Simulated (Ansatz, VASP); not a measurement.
**La in VASP and in Ansatz**

The input INCAR:

```
SYSTEM = La
PREC     = Accurate       ! precision mode
ENCUT    = 520            ! plane-wave cutoff, eV
EDIFF    = 1E-7           ! SCF threshold, eV
ISMEAR   = -1             ! smearing method
SIGMA    = 0.1            ! smearing width, eV
LREAL    = .FALSE.        ! projectors in reciprocal space
LASPH    = .TRUE.         ! aspherical terms in the spheres
NELM     = 60             ! most SCF steps
ALGO     = Normal         ! electronic algorithm
ISIF     = 2              ! what is computed and relaxed
LWAVE    = .FALSE.        ! write WAVECAR
LCHARG   = .FALSE.        ! write CHGCAR
GGA      = RP             ! functional
NBANDS   = 12             ! bands
```

KPOINTS

```
Automatic mesh
0
G
  11 11 11
  0 0 0
```

Contents of POSCAR:

```
La
1.0
    0.0000000000      2.6598627893      2.6598627893
    2.6598627893      0.0000000000      2.6598627893
    2.6598627893      2.6598627893      0.0000000000
La
1
Direct
    0.0000000000      0.0000000000      0.0000000000
```

Input for Ansatz:

```yaml
crystal:
  lattice:
    - [0.0, 2.6598627893, 2.6598627893]
    - [2.6598627893, 0.0, 2.6598627893]
    - [2.6598627893, 2.6598627893, 0.0]
  atoms:
    - { symbol: La, position: [0.0, 0.0, 0.0] }
hamiltonian:
  xc: rpbe
  pseudopotentials:
    kind: paw
    azcp:
      La: "pseudopotentials/La.paw.azcp"
basis:
  ecutwfc: 420
  fft_grid_basis: typed
kpoints:
  mp_grid: { grid: [11, 11, 11], shift: [0, 0, 0] }
magnetization:
  spin_polarized: false
scf:
  occupations: { method: fermi_dirac, width: 0.1 }
  lower_state_search: "off"
output:
  stress: true
  write_density: true
  write_potential: true
  elf: true
  volumetric_format: npy
```

Alike in both runs: task single point; functional RPBE; k mesh 11 × 11 × 11; occupations fermi-dirac, width 0.1 eV; no spin polarisation.

```csv
,VASP,Ansatz
version,VASP 6.6.1,Ansatz 0.2.0
potentials or method,"VASP PAW PBE potentials, release 64 (La), cutoff 520 eV","plane waves (420 eV) with PAW, scalar-relativistic"
valence electrons in the cell,11,11
```

|  | VASP | Ansatz | Ansatz less VASP |
| --- | --- | --- | --- |
| pressure (GPa) | 0.9 | 0.9 | -0.05 |

VASP's potentials were made for PBE, not for RPBE.

Neither program's run includes spin-orbit coupling.
